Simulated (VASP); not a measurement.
# CoO (P-6m2) in VASP: single point with PBE+U

Aim: the single point of CoO with PBE+U.

Everything below comes from runs of VASP 6.6.1. Logs are shortened: lines on timing, memory, paths and dates and some standing lists are left out, and cuts for length are marked.

## (1) The cell of the first run

Symmetry: P-6m2, No. 187, hexagonal system. The conventional cell has a = 2.856 Å, b = 2.856 Å, c = 2.788 Å, α = 90.00°, β = 90.00°, γ = 120.00°. Co (site symmetry -6m2) has 6 O at 2.16 Å and 8 Co at 2.79 to 2.86 Å within 2.9 Å. Within 2.9 Å of O (site symmetry -6m2) lie 6 Co at 2.16 Å and 8 O at 2.79 to 2.86 Å.

## (2) Single point, PBE+U, collinear spin, ferromagnetic start

INCAR reads:

```
SYSTEM = CoO
ALGO = Normal
EDIFF = 1E-6
ENCUT = 520
GGA = PE
ISIF = 2
ISMEAR = 0
ISPIN = 2
LASPH = .TRUE.
LCHARG = .FALSE.
LDAU = .TRUE.
LDAUJ = 0 0
LDAUL = 2 -1
LDAUPRINT = 1
LDAUTYPE = 2
LDAUU = 4 0
LMAXMIX = 4
LORBIT = 11
LREAL = .FALSE.
LWAVE = .FALSE.
MAGMOM = 2.86 0.26
NBANDS = 18
NELM = 150
PREC = Accurate
SIGMA = 0.05
```

KPOINTS reads:

```
k-points
0
G
  8 8 7
  0 0 0
```

POSCAR reads:

```
CoO
1.0
    2.8562992300      0.0000000000      0.0000000000
   -1.4281496100      2.4736276900      0.0000000000
    0.0000000000      0.0000000000      2.7876065300
Co O
1 1
Direct
    0.0000000000      0.0000000000      0.0000000000
    0.6666666667      0.3333333333      0.5000000000
```

Potentials or basis: VASP PAW PBE potentials, release 64 (Co, O).

Started as:

```bash
> cat potpaw_PBE.64/Co/POTCAR potpaw_PBE.64/O/POTCAR > POTCAR
> mpirun -np 1 vasp_std > vasp.out
```

OUTCAR:

```text
SYSTEM = CoO
   EDIFF = 1E-6
   ENCUT = 520
   GGA = PE
   ISIF = 2
   ISMEAR = 0
   ISPIN = 2
   LASPH = .TRUE.
   LORBIT = 11
   LREAL = .FALSE.
   NELM = 150
   PREC = Accurate

 ion  position               nearest neighbor table
   1  0.000  0.000  0.000-   2 2.16   2 2.16   2 2.16   2 2.16   2 2.16   2 2.16
   2  0.667  0.333  0.500-   1 2.16   1 2.16   1 2.16   1 2.16   1 2.16   1 2.16

  LATTYP: Found a hexagonal cell.
 ALAT       =     2.8562992300
 C/A-ratio  =     0.9759504539

  Lattice vectors:

 A1 = (   2.8562992300,   0.0000000000,   0.0000000000)
 A2 = (  -1.4281496100,   2.4736276900,   0.0000000000)
 A3 = (   0.0000000000,   0.0000000000,   2.7876065300)

Analysis of symmetry for initial positions (statically):
=====================================================================
 Subroutine PRICEL returns:
 Original cell was already a primitive cell.

 Routine SETGRP: Setting up the symmetry group for a
 hexagonal supercell.

 Subroutine GETGRP returns: Found 12 space group operations
 (whereof 12 operations were pure point group operations)
 out of a pool of 24 trial point group operations.

The static configuration has the point symmetry D_3h.

Analysis of symmetry for dynamics (positions and initial velocities):
=====================================================================
 Subroutine PRICEL returns:
 Original cell was already a primitive cell.

 Routine SETGRP: Setting up the symmetry group for a
 hexagonal supercell.

 Subroutine GETGRP returns: Found 12 space group operations
 (whereof 12 operations were pure point group operations)
 out of a pool of 24 trial point group operations.

The dynamic configuration has the point symmetry D_3h.

Analysis of structural, dynamic, and magnetic symmetry:
=====================================================================
 Subroutine PRICEL returns:
 Original cell was already a primitive cell.

 Routine SETGRP: Setting up the symmetry group for a
 hexagonal supercell.

 Subroutine GETGRP returns: Found 12 space group operations
 (whereof 12 operations were pure point group operations)
 out of a pool of 24 trial point group operations.

The overall configuration has the point symmetry D_3h.

 Subroutine INISYM returns: Found 12 space group operations
 (whereof 12 operations are pure point group operations),
 and found     1 'primitive' translations

----------------------------------------------------------------------------------------

                                     Primitive cell

  volume of cell :      19.6956

  direct lattice vectors                    reciprocal lattice vectors
     2.856299230  0.000000000  0.000000000     0.350103375  0.202132277  0.000000000
    -1.428149610  2.473627690  0.000000000     0.000000000  0.404264556  0.000000000
     0.000000000  0.000000000  2.787606530     0.000000000  0.000000000  0.358730685

  length of vectors
     2.856299230  2.856299224  2.787606530     0.404264555  0.404264556  0.358730685

  position of ions in fractional coordinates (direct lattice)
     0.000000000  0.000000000  0.000000000
     0.666666667  0.333333333  0.500000000

  ion indices of the primitive-cell ions
   primitive index   ion index
                 1           1
                 2           2

----------------------------------------------------------------------------------------

 KPOINTS: k-points

Automatic generation of k-mesh.
 Grid dimensions read from file:
 generate k-points for:    8    8    7

 Generating k-lattice:

  Cartesian coordinates                     Fractional coordinates (reciprocal lattice)
     0.043762922  0.025266535  0.000000000     0.125000000  0.000000000  0.000000000
     0.000000000  0.050533070  0.000000000     0.000000000  0.125000000  0.000000000
     0.000000000  0.000000000  0.051247241     0.000000000  0.000000000  0.142857143

  Length of vectors
     0.050533069  0.050533070  0.051247241

  Shift w.r.t. Gamma in fractional coordinates (k-lattice)
     0.000000000  0.000000000  0.000000000

 Subroutine IBZKPT returns following result:
 ===========================================

 Found     40 irreducible k-points:

 Following reciprocal coordinates:
            Coordinates               Weight
  0.000000  0.000000  0.000000      1.000000
  0.125000  0.000000  0.000000      6.000000
  0.250000  0.000000  0.000000      6.000000
  0.375000  0.000000  0.000000      6.000000
  0.500000  0.000000  0.000000      3.000000
  0.125000  0.125000  0.000000      6.000000
[... 16 lines left out ...]
  0.250000  0.000000  0.285714     12.000000
  0.375000  0.000000  0.285714     12.000000
 [... further k-points ...]
   k-points           NKPTS =     40   k-points in BZ     NKDIM =     40   number of bands    NBANDS=     18
   number of dos      NEDOS =    301   number of ions     NIONS =      2
   total plane-waves  NPLWV =  13824
   dimension x,y,z NGX =    24 NGY =   24 NGZ =   24
   dimension x,y,z NGXF=    48 NGYF=   48 NGZF=   48
   ions per type =               1   1
   NGX,Y,Z   is equivalent  to a cutoff of  13.97, 13.97, 14.31 a.u.
   NGXF,Y,Z  is equivalent  to a cutoff of  27.94, 27.94, 28.63 a.u.
 SYSTEM =  CoO
   PREC   = accura    normal or accurate (medium, high low for compatibility)
   ISTART =      0    job   : 0-new  1-cont  2-samecut
   ICHARG =      2    charge: 1-file 2-atom 10-const
   ISPIN  =      2    spin polarized calculation?
   LNONCOLLINEAR =      F non collinear calculations
   LSORBIT =      F    spin-orbit coupling
   LASPH  =      T    aspherical Exc in radial PAW
   ENCUT  =  520.0 eV  38.22 Ry    6.18 a.u.   5.31  5.31  5.18*2*pi/ulx,y,z
   NELM   =    150;   NELMIN=  2; NELMDL= -5     # of ELM steps
   EDIFF  = 0.1E-05   stopping-criterion for ELM
   LREAL  =      F    real-space projection
   EDIFFG = 0.1E-04   stopping-criterion for IOM
   NSW    =      0    number of steps for IOM
   IBRION =     -1    ionic relax: 0-MD 1-quasi-New 2-CG
   NFREE  =      0    steps in history (QN), initial steepest desc. (CG)
   ISIF   =      2    stress and relaxation
   ISYM   =      2    0-nonsym 1-usesym 2-fastsym
   POTIM  = 0.5000    time-step for ionic-motion
   TEBEG  =    0.0;   TEEND  =   0.0 temperature during run
   PSTRESS=    0.0 pullay stress
   NELECT =      15.0000    total number of electrons
   NUPDOWN=      -1.0000    fix difference up-down
   EMIN   =  10.00;   EMAX   =-10.00  energy-range for DOS
   EFERMI =   0.00;   METHOD = LEGACY
   ISMEAR =     0;   SIGMA  =   0.05  broadening in eV -4-tet -1-fermi 0-gaus
   EFERMI_NEDOS =   21; number of points for ismear=-14 and -15
   IALGO  =     38    algorithm
   IMIX   =      4    mixing-type and parameters
     AMIX     =   0.40;   BMIX     =  1.00
     AMIX_MAG =   1.60;   BMIX_MAG =  1.00
  volume/ion in A,a.u.               =       9.85        66.46
  Fermi-wavevector in a.u.,A,eV,Ry     =   1.495026  2.825189 30.410419  2.235103
  Thomas-Fermi vector in A             =   2.607224
   LORBIT       =     11    0 simple, 1 ext, 2 COOP (PROOUT), +10 PAW based schemes
 LDA+U is selected, type is set to LDAUTYPE =  2
   angular momentum for each species LDAUL =     2   -1
   U (eV)           for each species LDAUU =   4.0  0.0
   J (eV)           for each species LDAUJ =   0.0  0.0
   GGA     = PE    functional components
   LHFCALC =     F    Hartree Fock is set to
   AEXX    =    0.0000 exact exchange contribution
   IVDW    =     0    specifies the selected vdW correction
   LEPSILON=     F    determine dielectric tensor
   LRPA    =     F    only Hartree local field effects (RPA)
 spin polarized calculation
 Gauss-broadening in eV      SIGMA  =   0.05
  energy-cutoff  :      520.00
  volume of cell :       19.70
 maximum number of plane-waves:       543
 NGX is ok and might be reduce to    24
   NGX = 11   NGY = 11   NGZ = 11

atom =   1  type =  1  l = 2

 onsite density matrix

spin component  1

  0.9728 -0.0000 -0.0000 -0.0000 -0.0000
 -0.0000  1.0012  0.0000  0.0000  0.0000
 -0.0000  0.0000  0.9676 -0.0000 -0.0000
 -0.0000  0.0000 -0.0000  1.0012 -0.0000
 -0.0000  0.0000 -0.0000 -0.0000  0.9728

spin component  2

  0.5123 -0.0000 -0.0000  0.0000  0.0000
 -0.0000  0.1177 -0.0000  0.0000 -0.0000
 -0.0000 -0.0000  0.9550 -0.0000 -0.0000
  0.0000  0.0000 -0.0000  0.1177  0.0000
  0.0000 -0.0000 -0.0000  0.0000  0.5123

 occupancies and eigenvectors

  o =  0.1177  v =  0.0000  0.0000  0.0000  0.0000  0.0000  0.0000  0.9010 -0.0000 -0.4337 -0.0000      0.0000  0.0000  0.0000  0.0000  0.0000  0.0000  0.0000  0.0000  0.0000  0.0000
  o =  0.1177  v =  0.0000  0.0000  0.0000  0.0000  0.0000  0.0000 -0.4337  0.0000 -0.9010  0.0000      0.0000  0.0000  0.0000  0.0000  0.0000  0.0000  0.0000  0.0000  0.0000  0.0000
  o =  0.5123  v =  0.0000  0.0000  0.0000  0.0000  0.0000  0.9943 -0.0000  0.0000  0.0000 -0.1064      0.0000  0.0000  0.0000  0.0000  0.0000  0.0000  0.0000  0.0000  0.0000  0.0000
  o =  0.5123  v =  0.0000  0.0000  0.0000  0.0000  0.0000 -0.1064 -0.0000 -0.0000  0.0000 -0.9943      0.0000  0.0000  0.0000  0.0000  0.0000  0.0000  0.0000  0.0000  0.0000  0.0000
  o =  0.9550  v =  0.0000  0.0000  0.0000  0.0000  0.0000 -0.0000  0.0000  1.0000 -0.0000 -0.0000      0.0000  0.0000  0.0000  0.0000  0.0000  0.0000  0.0000  0.0000  0.0000  0.0000
  o =  0.9676  v = -0.0000 -0.0000 -1.0000 -0.0000 -0.0000  0.0000  0.0000  0.0000  0.0000  0.0000      0.0000  0.0000  0.0000  0.0000  0.0000  0.0000  0.0000  0.0000  0.0000  0.0000
  o =  0.9728  v = -0.5347  0.0000 -0.0000  0.0000  0.8450  0.0000  0.0000  0.0000  0.0000  0.0000      0.0000  0.0000  0.0000  0.0000  0.0000  0.0000  0.0000  0.0000  0.0000  0.0000
  o =  0.9728  v =  0.8450  0.0000 -0.0000  0.0000  0.5347  0.0000  0.0000  0.0000  0.0000  0.0000      0.0000  0.0000  0.0000  0.0000  0.0000  0.0000  0.0000  0.0000  0.0000  0.0000
  o =  1.0012  v = -0.0000 -0.9010  0.0000  0.4337  0.0000  0.0000  0.0000  0.0000  0.0000  0.0000      0.0000  0.0000  0.0000  0.0000  0.0000  0.0000  0.0000  0.0000  0.0000  0.0000
  o =  1.0012  v = -0.0000  0.4337 -0.0000  0.9010 -0.0000  0.0000  0.0000  0.0000  0.0000  0.0000      0.0000  0.0000  0.0000  0.0000  0.0000  0.0000  0.0000  0.0000  0.0000  0.0000

 number of electron      15.0000006 magnetization       3.0002798

 Free energy of the ion-electron system (eV)
  ---------------------------------------------------
  ext. energy  EPLUGINS =         0.00000000
  ---------------------------------------------------
  free energy    TOTEN  =       -10.95958672 eV

  energy without entropy =      -10.95787303  energy(sigma->0) =      -10.95872987

 E-fermi :   7.1994     XC(G=0): -12.2931

 val. band max:        7.1990185908   @ k =   0.3750   0.2500   0.0000
 cond. band min:       7.2317491361   @ k =   0.2500   0.0000   0.2857
 fundamental gap:      0.0327305453
 Fermi energy:         7.1994414455

 spin component 1

 k-point     1 :       0.0000    0.0000    0.0000
  band No.  band energies     occupation
      1     -12.1905      1.00000
      2       1.4604      1.00000
      3       1.4604      1.00000
      4       1.9609      1.00000
      5       2.3566      1.00000
      6       2.3566      1.00000
[... 10 lines left out ...]
     17      31.9235      0.00000
     18      37.4399      0.00000
[... 466 lines left out ...]
      2       0.0010      1.00000
      3       1.2093      1.00000
      4       1.3549      1.00000
      5       2.4187      1.00000
      6       2.8505      1.00000
[... 10 lines left out ...]
     17      36.1571      0.00000
     18      39.1279      0.00000

 [... further k-points ...]

 spin component 2

 k-point     1 :       0.0000    0.0000    0.0000
  band No.  band energies     occupation
      1     -11.7308      1.00000
      2       3.2507      1.00000
      3       4.2360      1.00000
      4       4.2360      1.00000
      5       4.8429      1.00000
      6       8.2474      0.00000
[... 10 lines left out ...]
     17      33.8528      0.00000
     18      38.1254      0.00000
[... 466 lines left out ...]
      2       1.7298      1.00000
      3       2.3456      1.00000
      4       4.4717      1.00000
      5       4.9287      1.00000
      6       6.9367      1.00000
[... 10 lines left out ...]
     17      36.6740      0.00000
     18      41.0532      0.00000

 [... further k-points ...]

------------------------ aborting loop because EDIFF is reached ----------------------------------------

  FORCE on cell =-STRESS in cart. coord.  units (eV):
  Direction    XX          YY          ZZ          XY          YZ          ZX
  --------------------------------------------------------------------------------------
  -------------------------------------------------------------------------------------
  Total       -0.2907747     -0.2907747     -1.3914064     -0.0000000      0.0000000      0.0000000
  in kB      -23.6536235    -23.6536234   -113.1866147     -0.0000000      0.0000000      0.0000000
  external PRESSURE =     -53.4979539 kB  Pullay stress =       0.0000000 kB

 VOLUME and BASIS-vectors are now :
 -----------------------------------------------------------------------------
  energy-cutoff  :      520.00
  volume of cell :       19.70
      direct lattice vectors                 reciprocal lattice vectors
     2.856299230  0.000000000  0.000000000     0.350103375  0.202132277  0.000000000
    -1.428149610  2.473627690  0.000000000     0.000000000  0.404264556  0.000000000
     0.000000000  0.000000000  2.787606530     0.000000000  0.000000000  0.358730685

 POSITION                                       TOTAL-FORCE (eV/Angst)
 -----------------------------------------------------------------------------------
      0.00000      0.00000      0.00000        -0.000000      0.000000      0.000000
      1.42815      0.82454      1.39380         0.000000     -0.000000      0.000000
 -----------------------------------------------------------------------------------
    total drift:                               -0.000000      0.000000      0.000000

  FREE ENERGIE OF THE ION-ELECTRON SYSTEM (eV)
  ---------------------------------------------------
  free  energy   TOTEN  =       -10.9595867159 eV

  energy  without entropy=      -10.9578730310  energy(sigma->0) =      -10.95872987

 total charge

# of ion       s       p       d       tot
------------------------------------------
    1        0.303   0.366   7.107   7.776
    2        1.558   3.417   0.000   4.975
--------------------------------------------------
tot          1.861   3.783   7.107  12.751

 magnetization (x)

# of ion       s       p       d       tot
------------------------------------------
    1        0.010   0.009   2.699   2.718
    2        0.020   0.252   0.000   0.272
--------------------------------------------------
tot          0.030   0.260   2.699   2.990
```

It took 55 s on 1 thread of Intel Xeon 8259CL, shared host; peak memory 0.16 GiB.

What came out:

```
Free energy                                           : -10.9596 eV
Pressure                                              : -5.3 GPa
Band gap on the k mesh                                : zero (filled and empty bands overlap)
Net moment                                            : 3.00 μB per cell
Site moments                                          : Co +2.72; O +0.27 μB
Valence electrons inside the program's atomic spheres : Co 7.78; O 4.97
```

Levels at points of the mesh, in eV from the Fermi level:
Spin up:
```tsv
k point	band 5	band 6	band 7	band 8	band 9	band 10	band 11	band 12	band 13	band 14
(0.00, 0.00, 0.00)	-4.84	-4.84	-2.83	-1.05	-1.05	0.93	14.09	16.24	16.24	18.43
(0.50, 0.00, 0.00)	-4.96	-4.40	-3.15	-2.65	-0.85	5.70	8.81	14.23	17.00	17.11
```
Spin down:
```
           k point  band 2  band 3  band 4  band 5  band 6  band 7  band 8  band 9  band 10  band 11
(0.00, 0.00, 0.00)   -3.95   -2.96   -2.96   -2.36    1.05    1.05    1.45    2.41     2.41    14.43
(0.50, 0.00, 0.00)   -6.74   -3.07   -2.71   -2.50   -0.19    0.48    2.22    3.32     6.10     9.67
```

Eigenvalues of the final occupation matrices:
```csv
site,spin,trace,eigenvalues
site 1 d,1,4.92,0.97 0.97 0.97 1.00 1.00
site 1 d,2,2.21,0.12 0.12 0.51 0.51 0.95
```

Caveat: a cell with one magnetic atom can't hold antiferromagnetic order, which such compounds often take. The state reached can hang on the start; a lower one may exist.
